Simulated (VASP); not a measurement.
Input of a VASP 6.6.1 run:

INCAR

```
ALGO = Normal ; EDIFF = 1E-7
ENCUT = 520 ; GGA = PE
ISIF = 2 ; ISMEAR = -1
LASPH = True ; LCHARG = True
LELF = True ; LREAL = False
LVHAR = True ; LWAVE = False
NBANDS = 20 ; NELM = 80
PREC = Accurate ; SIGMA = 0.06122561905347299
```

Contents of KPOINTS:

```
k-points
0
Gamma
  17 17 17
```

POSCAR

```
TlO2
1.0
    0.0000000000      2.7488996593      2.7488996593
    2.7488996593      0.0000000000      2.7488996593
    2.7488996593      2.7488996593      0.0000000000
Tl O
1 2
Direct
    0.0000000000      0.0000000000      0.0000000000
    0.2500000000      0.2500000000      0.2500000000
    0.7500000000      0.7500000000      0.7500000000
```

Potentials or basis: VASP PAW PBE potentials, release 64 (Tl_d, O).

Run with:

```console
$ cat potpaw_PBE.64/Tl_d/POTCAR potpaw_PBE.64/O/POTCAR > POTCAR
$ mpirun -np 1 vasp_std > vasp.out
```

Question: Estimate the pressure.

Answer: -2.3 GPa.

Question: What does it give for the band gap on the k mesh?

Answer: Zero (an odd number of electrons rules out a gap without spin polarisation).

Caveat: spin-orbit coupling is left out, which moves the levels of the heavy elements; an odd number of electrons without spin polarisation forces a metal; a magnetic or distorted state may lie lower.
